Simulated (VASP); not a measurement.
# Al9H in VASP: notebook

Runs on Al9H. Level: PBE. Tasks: single point.

All numbers are computed with VASP 6.6.1; they aren't measurements. Logs are shortened: lines on timing, memory, paths and dates and some standing lists are left out, and cuts for length are marked.

### Step 1. The cell of the first run

The cell holds a slab with vacuum, 10 atoms: a = 2.854 Å, b = 9.808 Å, c = 21.790 Å, α = 90.00°, β = 90.00°, γ = 98.37°.

### Step 2. Single point, PBE

INCAR

```
SYSTEM = Al9H
PREC = Accurate ; ENCUT = 520
EDIFF = 1E-6 ; ISMEAR = 0
SIGMA = 0.1 ; LREAL = .False.
LASPH = .True. ; NELM = 100
ALGO = Normal ; ISIF = 2
LWAVE = .False. ; LCHARG = .False.
LDIPOL = .True. ; IDIPOL = 3
DIPOL = 0.5 0.5 0.313 ; GGA = PE
NBANDS = 25
```

KPOINTS

```
Automatic mesh
0
Gamma
  9 3 1
  0 0 0
```

POSCAR

```
Al9H
1.0
    2.8543223330      0.0000000000      0.0000000000
   -1.4271611665      9.7033329366      0.0000000000
    0.0000000000      0.0000000000     21.7902708969
Al H
9 1
Direct
    0.5324485604      0.0648971207      0.1835681630
    0.6709687938      0.3419375876      0.2292758741
    0.2986728405      0.5973456810      0.2384174163
    0.9263768872      0.8527537744      0.2475589585
    0.0639738222      0.1277383808      0.2937147080
    0.1995905480      0.4042696935      0.3452583266
    0.8288544886      0.6597110299      0.3524478004
    0.4526361687      0.9111292155      0.3607640453
    0.5925232094      0.1814597089      0.4034034702
    1.4675232094      1.0564597089      0.4800431783
```

Potentials or basis: VASP PAW PBE potentials, release 64 (Al, H).

The run is started by

```
$ cat potpaw_PBE.64/Al/POTCAR potpaw_PBE.64/H/POTCAR > POTCAR
$ mpirun -np 1 vasp_std > vasp.out
```

OUTCAR:

```text
SYSTEM = Al9H
   PREC = Accurate
   ENCUT = 520
   EDIFF = 1E-6
   ISMEAR = 0
   LREAL = .False.
   LASPH = .True.
   NELM = 100
   ISIF = 2
   GGA = PE

 ion  position               nearest neighbor table
   1  0.532  0.065  0.184-   5 2.86   5 2.86   2 2.87   4 2.87   4 2.87
   2  0.671  0.342  0.229-   1 2.87   3 2.87   3 2.87   5 2.89   5 2.89   6 2.96   6 2.97
   3  0.299  0.597  0.238-   4 2.87   4 2.87   2 2.87   2 2.87   7 2.93   7 2.93   6 2.99
   4  0.926  0.853  0.248-   5 2.85   3 2.87   3 2.87   1 2.87   1 2.87   8 2.90   8 2.91   7 2.96

   5  0.064  0.128  0.294-   9 2.83   9 2.83   4 2.85   1 2.86   1 2.86   2 2.89   2 2.89   6 2.91
                             8 2.93   8 2.93
   6  0.200  0.404  0.345-   7 2.86   7 2.87   9 2.88   9 2.89   5 2.91   2 2.96   2 2.97   3 2.99

   7  0.829  0.660  0.352-   8 2.83   8 2.83   6 2.86   6 2.87   3 2.93   3 2.93   4 2.96
   8  0.453  0.911  0.361-   9 2.78   7 2.83   7 2.83   4 2.90   4 2.91   5 2.93   5 2.93
   9  0.593  0.181  0.403-  10 2.07   8 2.78   5 2.83   5 2.83   6 2.88   6 2.89
  10  0.468  0.056  0.480-   9 2.07

  LATTYP: Found a base centered orthorhombic cell.
 ALAT       =     2.8543223330
 B/A-ratio  =     6.7990449603
 C/A-ratio  =     7.6341311018

  Lattice vectors:

 A1 = (   1.4271611665,  -9.7033329366,   0.0000000000)
 A2 = (   1.4271611665,   9.7033329366,   0.0000000000)
 A3 = (   0.0000000000,   0.0000000000,  21.7902708969)

Analysis of symmetry for initial positions (statically):
=====================================================================
 Subroutine PRICEL returns:
 Original cell was already a primitive cell.

 Routine SETGRP: Setting up the symmetry group for a
 base centered orthorhombic supercell.

 Subroutine GETGRP returns: Found  1 space group operations
 (whereof  1 operations were pure point group operations)
 out of a pool of  8 trial point group operations.

The static configuration has the point symmetry C_1 .

Analysis of symmetry for dynamics (positions and initial velocities):
=====================================================================
 Subroutine PRICEL returns:
 Original cell was already a primitive cell.

 Routine SETGRP: Setting up the symmetry group for a
 base centered orthorhombic supercell.

 Subroutine GETGRP returns: Found  1 space group operations
 (whereof  1 operations were pure point group operations)
 out of a pool of  8 trial point group operations.

The dynamic configuration has the point symmetry C_1 .

[... 141 lines left out ...]
   EFERMI_NEDOS =   21; number of points for ismear=-14 and -15
   IALGO  =     38    algorithm
   IMIX   =      4    mixing-type and parameters
     AMIX     =   0.40;   BMIX     =  1.00
     AMIX_MAG =   1.60;   BMIX_MAG =  1.00
  volume/ion in A,a.u.               =      60.35       407.27
  Fermi-wavevector in a.u.,A,eV,Ry     =   0.588255  1.111640  4.708207  0.346043
  Thomas-Fermi vector in A             =   1.635447
   LORBIT       =      0    0 simple, 1 ext, 2 COOP (PROOUT), +10 PAW based schemes
   GGA     = PE    functional components
   LHFCALC =     F    Hartree Fock is set to
   AEXX    =    0.0000 exact exchange contribution
   IVDW    =     0    specifies the selected vdW correction
   LEPSILON=     F    determine dielectric tensor
   LRPA    =     F    only Hartree local field effects (RPA)
 non-spin polarized calculation
 Gauss-broadening in eV      SIGMA  =   0.10
  energy-cutoff  :      520.00
  volume of cell :      603.51
 maximum number of plane-waves:     16329
 NGX is ok and might be reduce to    24
   NGX = 11   NGY = 37   NGZ = 81

 dipolmoment           0.000000      0.000000     -0.068639 electrons x Angstroem

 number of electron      28.0000000 magnetization

 dipolmoment           0.000000      0.000000      0.107245 electrons x Angstroem

 Free energy of the ion-electron system (eV)
  ---------------------------------------------------
  ext. energy  EPLUGINS =         0.00000000
  ---------------------------------------------------
  free energy    TOTEN  =       -33.10665410 eV

  energy without entropy =      -33.08186928  energy(sigma->0) =      -33.09426169

 E-fermi :  -1.2448     XC(G=0):  -3.5388

 val. band max:       -1.2684533254   @ k =   0.2222   0.3333   0.0000
 cond. band min:      -1.2193029834   @ k =   0.4444   0.0000   0.0000
 fundamental gap:      0.0491503420
 Fermi energy:        -1.2448031692

 k-point     1 :       0.0000    0.0000    0.0000
  band No.  band energies     occupation
      1     -11.3343      2.00000
      2      -9.7762      2.00000
      3      -9.6594      2.00000
      4      -9.0965      2.00000
      5      -7.2091      2.00000
      6      -7.1710      2.00000
[... 381 lines left out ...]
     24       2.9733      0.00000
     25       3.1919      0.00000

------------------------ aborting loop because EDIFF is reached ----------------------------------------

 vacuum level on the upper side and lower side of the slab       (xc-potential included)         0.224        -0.449

  FORCE on cell =-STRESS in cart. coord.  units (eV):
  Direction    XX          YY          ZZ          XY          YZ          ZX
  --------------------------------------------------------------------------------------
  -------------------------------------------------------------------------------------
  Total       -5.7124661     -6.2293236     -3.5971769      0.8906128      2.0436234      0.2049042
  in kB      -15.1651823    -16.5373111     -9.5496135      2.3643563      5.4253139      0.5439700
  external PRESSURE =     -13.7507023 kB  Pullay stress =       0.0000000 kB

 VOLUME and BASIS-vectors are now :
 -----------------------------------------------------------------------------
  energy-cutoff  :      520.00
  volume of cell :      603.51
      direct lattice vectors                 reciprocal lattice vectors
     2.854322333  0.000000000  0.000000000     0.350345856  0.051528686  0.000000000
    -1.427161166  9.703332937  0.000000000     0.000000000  0.103057373  0.000000000
     0.000000000  0.000000000 21.790270897     0.000000000  0.000000000  0.045892041

 POSITION                                       TOTAL-FORCE (eV/Angst)
 -----------------------------------------------------------------------------------
      1.42716      0.62972      4.00000         0.007849      0.049471      0.069871
      1.42716      3.31793      4.99598         0.030294      0.102072      0.124646
     -0.00000      5.79624      5.19518        -0.010597      0.056771      0.019804
      1.42716      8.27455      5.39438        -0.008493     -0.181031     -0.277306
      0.00030      1.23949      6.40012        -0.009137     -0.090284      0.235358
     -0.00726      3.92276      7.52327         0.009233      0.079571      0.192830
      1.42430      6.40140      7.67993         0.000693     -0.105657     -0.019830
     -0.00836      8.84099      7.86115        -0.017318     -0.256631      0.049428
      1.43228      1.76076      8.79027        -0.161180     -0.724498      1.291368
      1.25388      0.54785     10.46027         0.158655      1.070217     -1.686169
 -----------------------------------------------------------------------------------
    total drift:                                0.000037      0.000041      0.000056

  FREE ENERGIE OF THE ION-ELECTRON SYSTEM (eV)
  ---------------------------------------------------
  free  energy   TOTEN  =       -33.1066540953 eV

  energy  without entropy=      -33.0818692806  energy(sigma->0) =      -33.09426169

 vacuum level on the upper side and lower side of the slab         3.456         2.764
```

OSZICAR:

```text
N       E                     dE             d eps       ncg     rms          rms(c)
DAV:   1     0.943468357466E+02    0.94347E+02   -0.79610E+03   700   0.756E+02
DAV:   2    -0.282821679841E+02   -0.12263E+03   -0.11590E+03  1026   0.130E+02
DAV:   3    -0.342437565053E+02   -0.59616E+01   -0.57992E+01   908   0.294E+01
DAV:   4    -0.344852621221E+02   -0.24151E+00   -0.24123E+00  1176   0.706E+00
[... 15 lines left out ...]
DAV:  20    -0.331066346077E+02   -0.17138E-04   -0.10570E-06   656   0.291E-03    0.590E-04
DAV:  21    -0.331066454975E+02   -0.10890E-04   -0.43610E-07   609   0.204E-03    0.380E-04
DAV:  22    -0.331066513917E+02   -0.58942E-05   -0.25602E-07   616   0.148E-03    0.275E-04
DAV:  23    -0.331066533955E+02   -0.20038E-05   -0.62333E-08   564   0.925E-04    0.213E-04
DAV:  24    -0.331066540953E+02   -0.69983E-06   -0.27663E-08   526   0.678E-04
   1 F= -.33106654E+02 E0= -.33094262E+02  d E =-.247848E-01
```

Run time: 3.7 min. Hardware: 1 thread of AMD EPYC 9R45 (Zen 5), shared host; peak memory 0.64 GiB.

Results:

```yaml
Free_energy: -33.1067 eV
Largest_force: 2.003 eV/Å
Band_gap_on_the_k_mesh: zero (band 14 reaches -0.95 eV, above the bottom of band 15 at -1.56 eV)
```

Forces on the atoms (eV/Å):
```
Al   0.008  0.049  0.070
Al   0.030  0.102  0.125
Al  -0.011  0.057  0.020
Al  -0.008 -0.181 -0.277
Al  -0.009 -0.090  0.235
Al   0.009  0.080  0.193
Al   0.001 -0.106 -0.020
Al  -0.017 -0.257  0.049
Al  -0.161 -0.724  1.291
H    0.159  1.070 -1.686
```

Levels at points of the mesh, in eV from the Fermi level:
```tsv
k point	band 12	band 13	band 14	band 15	band 16	band 17
(0.00, 0.00, 0.00)	-1.90	-1.47	-1.18	0.04	1.18	1.96
```

### Step 3. Single point, PBE

INCAR

```
  PREC = Accurate
  ENCUT = 520
  EDIFF = 1E-7
  ISMEAR = 0
  SIGMA = 0.1
  LREAL = F
  LASPH = T
  NELM = 60
  ALGO = Normal
  ISIF = 2
  LWAVE = F
  LCHARG = T
  LDIPOL = T
  IDIPOL = 3
  DIPOL = 0.5 0.5 0.318
  GGA = PE
  LELF = T
  LVHAR = T
  LVACPOTAV = T
  NBANDS = 25
```

KPOINTS

```
Automatic mesh
0
Gamma
  9 3 1
```

Changes to POSCAR since step 2:

```diff
@@ -17,2 +17,2 @@
     0.5925232094      0.1814597089      0.4034034702
-    1.4675232094      1.0564597089      0.4800431783
+    1.4675232094      1.0564597089      0.5213460150
```

Potentials or basis: VASP PAW PBE potentials, release 64 (Al, H).

The run is started by

```
$ cat potpaw_PBE.64/Al/POTCAR potpaw_PBE.64/H/POTCAR > POTCAR
$ mpirun -np 1 vasp_std > vasp.out
```

It took 4 min on 1 thread of AMD EPYC 9R45 (Zen 5), shared host; peak memory 0.66 GiB.

It converged, with:

```
Free energy            : -31.8352 eV
Largest force          : 0.963 eV/Å
Band gap on the k mesh : zero (band 14 reaches -1.28 eV, above the bottom of band 15 at -2.05 eV)
```

Forces in eV/Å, atoms in the order of the input:
```
Al   0.005  0.126 -0.018
Al   0.005  0.067  0.044
Al  -0.005  0.023 -0.013
Al  -0.004 -0.163 -0.221
Al  -0.011 -0.032  0.019
Al   0.011  0.100  0.109
Al   0.001 -0.137  0.017
Al  -0.003 -0.082  0.115
Al  -0.047 -0.284  0.830
H    0.047  0.383 -0.883
```

Levels at points of the mesh, in eV from the Fermi level:
| k point | band 10 | band 11 | band 12 | band 13 | band 14 | band 15 | band 16 | band 17 | band 18 | band 19 |
| --- | --- | --- | --- | --- | --- | --- | --- | --- | --- | --- |
| (0.00, 0.00, 0.00) | -2.29 | -2.01 | -1.82 | -1.41 | -1.14 | -0.45 | 1.19 | 2.01 | 2.17 | 2.61 |

### Step 4. Single point, PBE

INCAR

```
ALGO = Normal
DIPOL = 0.5 0.5 0.311
EDIFF = 1E-6
ENCUT = 520
GGA = PE
IDIPOL = 3
ISIF = 2
ISMEAR = 0
LASPH = T
LCHARG = F
LDIPOL = T
LREAL = F
LWAVE = F
NBANDS = 25
NELM = 100
PREC = Accurate
SIGMA = 0.1
```

KPOINTS

```
k-points
0
Gamma
  9 3 1
```

Changes to POSCAR since step 3:

```diff
@@ -17,2 +17,2 @@
     0.5925232094      0.1814597089      0.4034034702
-    1.4675232094      1.0564597089      0.5213460150
+    0.7175232094      0.3064597089      0.4575560783
```

Potentials or basis: VASP PAW PBE potentials, release 64 (Al, H).

The run is started by

```
$ cat potpaw_PBE.64/Al/POTCAR potpaw_PBE.64/H/POTCAR > POTCAR
$ mpirun -np 1 vasp_std > vasp.out
```

OUTCAR:

```text
EDIFF = 1E-6
   ENCUT = 520
   GGA = PE
   ISIF = 2
   ISMEAR = 0
   LASPH = T
   LREAL = F
   NELM = 100
   PREC = Accurate

 ion  position               nearest neighbor table
   1  0.532  0.065  0.184-   5 2.86   5 2.86   2 2.87   4 2.87   4 2.87
   2  0.671  0.342  0.229-   1 2.87   3 2.87   3 2.87   5 2.89   5 2.89   6 2.96   6 2.97
   3  0.299  0.597  0.238-   4 2.87   4 2.87   2 2.87   2 2.87   7 2.93   7 2.93   6 2.99
   4  0.926  0.853  0.248-   5 2.85   3 2.87   3 2.87   1 2.87   1 2.87   8 2.90   8 2.91   7 2.96

   5  0.064  0.128  0.294-   9 2.83   9 2.83   4 2.85   1 2.86   1 2.86   2 2.89   2 2.89   6 2.91
                             8 2.93   8 2.93
   6  0.200  0.404  0.345-   7 2.86   7 2.87   9 2.88   9 2.89   5 2.91   2 2.96   2 2.97   3 2.99

   7  0.829  0.660  0.352-   8 2.83   8 2.83   6 2.86   6 2.87   3 2.93   3 2.93   4 2.96
   8  0.453  0.911  0.361-   9 2.78   7 2.83   7 2.83   4 2.90   4 2.91   5 2.93   5 2.93
   9  0.593  0.181  0.403-  10 1.70   8 2.78   5 2.83   5 2.83   6 2.88   6 2.89
  10  0.718  0.306  0.458-   9 1.70

  LATTYP: Found a base centered orthorhombic cell.
 ALAT       =     2.8543223330
[... 615 lines left out ...]

 vacuum level on the upper side and lower side of the slab       (xc-potential included)         0.082        -0.269

  FORCE on cell =-STRESS in cart. coord.  units (eV):
  Direction    XX          YY          ZZ          XY          YZ          ZX
  --------------------------------------------------------------------------------------
  -------------------------------------------------------------------------------------
  Total       -5.8665930     -6.3406339      0.4394290      1.6296573     -1.7813863     -0.1000043
  in kB      -15.5743512    -16.8328125      1.1665752      4.3263364     -4.7291393     -0.2654867
  external PRESSURE =     -10.4135295 kB  Pullay stress =       0.0000000 kB

 VOLUME and BASIS-vectors are now :
 -----------------------------------------------------------------------------
  energy-cutoff  :      520.00
  volume of cell :      603.51
      direct lattice vectors                 reciprocal lattice vectors
     2.854322333  0.000000000  0.000000000     0.350345856  0.051528686  0.000000000
    -1.427161166  9.703332937  0.000000000     0.000000000  0.103057373  0.000000000
     0.000000000  0.000000000 21.790270897     0.000000000  0.000000000  0.045892041

 POSITION                                       TOTAL-FORCE (eV/Angst)
 -----------------------------------------------------------------------------------
      1.42716      0.62972      4.00000         0.002486      0.203605     -0.046484
      1.42716      3.31793      4.99598         0.019834      0.041676     -0.092107
     -0.00000      5.79624      5.19518        -0.023294     -0.010776     -0.107073
      1.42716      8.27455      5.39438         0.011293     -0.212829     -0.106918
      0.00030      1.23949      6.40012        -0.009127      0.184431      0.217812
     -0.00726      3.92276      7.52327        -0.009142      0.266055     -0.196414
      1.42430      6.40140      7.67993         0.003949     -0.151387      0.059061
     -0.00836      8.84099      7.86115         0.000022      0.019649      0.184949
      1.43228      1.76076      8.79027         0.077844      0.320960      0.388679
      1.61068      2.97368      9.97027        -0.073867     -0.661384     -0.301504
 -----------------------------------------------------------------------------------
    total drift:                               -0.000011      0.000050      0.000041

  FREE ENERGIE OF THE ION-ELECTRON SYSTEM (eV)
  ---------------------------------------------------
  free  energy   TOTEN  =       -33.4685913144 eV

  energy  without entropy=      -33.4447105479  energy(sigma->0) =      -33.45665093

 vacuum level on the upper side and lower side of the slab         3.307         2.926
```

It took 3.8 min on 1 thread of AMD EPYC 9R45 (Zen 5), shared host; peak memory 0.65 GiB.

Results:

```yaml
Free_energy: -33.4686 eV
Largest_force: 0.731 eV/Å
Band_gap_on_the_k_mesh: zero (band 14 reaches -0.92 eV, above the bottom of band 15 at -1.53 eV)
```

Forces in eV/Å, atoms in the order of the input:
```
Al   0.002  0.204 -0.046
Al   0.020  0.042 -0.092
Al  -0.023 -0.011 -0.107
Al   0.011 -0.213 -0.107
Al  -0.009  0.184  0.218
Al  -0.009  0.266 -0.196
Al   0.004 -0.151  0.059
Al   0.000  0.020  0.185
Al   0.078  0.321  0.389
H   -0.074 -0.661 -0.302
```

Levels at points of the mesh, in eV from the Fermi level:
```csv
k point,band 12,band 13,band 14,band 15,band 16,band 17
"(0.00, 0.00, 0.00)",-1.65,-1.46,-1.17,-0.09,1.53,2.06
```

### Step 5. Single point, PBE

INCAR

```
SYSTEM = Al9H
PREC = Accurate ; ENCUT = 520
EDIFF = 1E-7 ; ISMEAR = 0
SIGMA = 0.1 ; LREAL = .False.
LASPH = .True. ; NELM = 80
ALGO = Normal ; ISIF = 2
LWAVE = .False. ; LCHARG = .False.
LDIPOL = .True. ; IDIPOL = 3
DIPOL = 0.5 0.5 0.315 ; GGA = PE
NBANDS = 25
```

KPOINTS

```
Automatic mesh
0
Gamma
  9 3 1
  0 0 0
```

Changes to POSCAR since step 4:

```diff
@@ -17,2 +17,2 @@
     0.5925232094      0.1814597089      0.4034034702
-    0.7175232094      0.3064597089      0.4575560783
+    0.7175232094      0.3064597089      0.4983999946
```

The run is started by

```
$ cat potpaw_PBE.64/Al/POTCAR potpaw_PBE.64/H/POTCAR > POTCAR
$ mpirun -np 1 vasp_std > vasp.out
```

Run time: 4.1 min. Hardware: 1 thread of AMD EPYC 9R45 (Zen 5), shared host; peak memory 0.66 GiB.

Results (log left out):

```
Free energy            : -32.3698 eV
Largest force          : 1.712 eV/Å
Band gap on the k mesh : zero (band 14 reaches -1.25 eV, above the bottom of band 15 at -2.01 eV)
```

Forces in eV/Å, atoms in the order of the input:
```
Al   0.000  0.175 -0.096
Al   0.012  0.023 -0.025
Al  -0.018  0.007 -0.070
Al   0.008 -0.198 -0.170
Al   0.004  0.061  0.059
Al   0.004  0.103  0.007
Al   0.005 -0.170  0.092
Al   0.002  0.029  0.135
Al   0.094  0.854  1.481
H   -0.111 -0.883 -1.413
```

Levels at points of the mesh, in eV from the Fermi level:
```
           k point  band 11  band 12  band 13  band 14  band 15  band 16  band 17  band 18
(0.00, 0.00, 0.00)    -1.82    -1.64    -1.40    -1.13    -0.39     1.62     2.10     2.33
```

### Step 6. Single point, PBE

INCAR

```
SYSTEM = Al9H
  PREC = Accurate
  ENCUT = 520
  EDIFF = 1E-7
  ISMEAR = 0
  SIGMA = 0.1
  LREAL = .False.
  LASPH = .True.
  NELM = 80
  ALGO = Normal
  ISIF = 2
  LWAVE = .False.
  LCHARG = .True.
  LDIPOL = .True.
  IDIPOL = 3
  DIPOL = 0.5 0.5 0.321
  GGA = PE
  LELF = .True.
  LVHAR = .True.
  LVACPOTAV = .True.
  NBANDS = 25
```

KPOINTS is that of step 5.

Changes to POSCAR since step 5:

```diff
@@ -17,2 +17,2 @@
     0.5925232094      0.1814597089      0.4034034702
-    0.7175232094      0.3064597089      0.4983999946
+    0.7175232094      0.3064597089      0.5534704435
```

Potentials or basis: VASP PAW PBE potentials, release 64 (Al, H).

The run is started by

```
$ cat potpaw_PBE.64/Al/POTCAR potpaw_PBE.64/H/POTCAR > POTCAR
$ mpirun -np 1 vasp_std > vasp.out
```

It took 4.2 min on 1 thread of AMD EPYC 9R45 (Zen 5), shared host; peak memory 0.66 GiB.

Results (log left out):

| Quantity | Value |
| --- | --- |
| Free energy | -31.4449 eV |
| Largest force | 0.337 eV/Å |
| Band gap on the k mesh | zero (band 14 reaches -1.45 eV, above the bottom of band 15 at -2.47 eV) |

Forces in eV/Å, atoms in the order of the input:
```
Al   0.005  0.151 -0.013
Al   0.002  0.042 -0.011
Al  -0.011  0.001 -0.025
Al   0.000 -0.149 -0.203
Al   0.004  0.007 -0.039
Al   0.011  0.050  0.075
Al   0.006 -0.121  0.040
Al   0.000  0.028  0.121
Al  -0.008  0.071  0.329
H   -0.008 -0.080 -0.274
```

Levels at points of the mesh, in eV from the Fermi level:
| k point | band 12 | band 13 | band 14 | band 15 | band 16 | band 17 |
| --- | --- | --- | --- | --- | --- | --- |
| (0.00, 0.00, 0.00) | -1.58 | -1.41 | -1.09 | -0.75 | 1.20 | 2.00 |
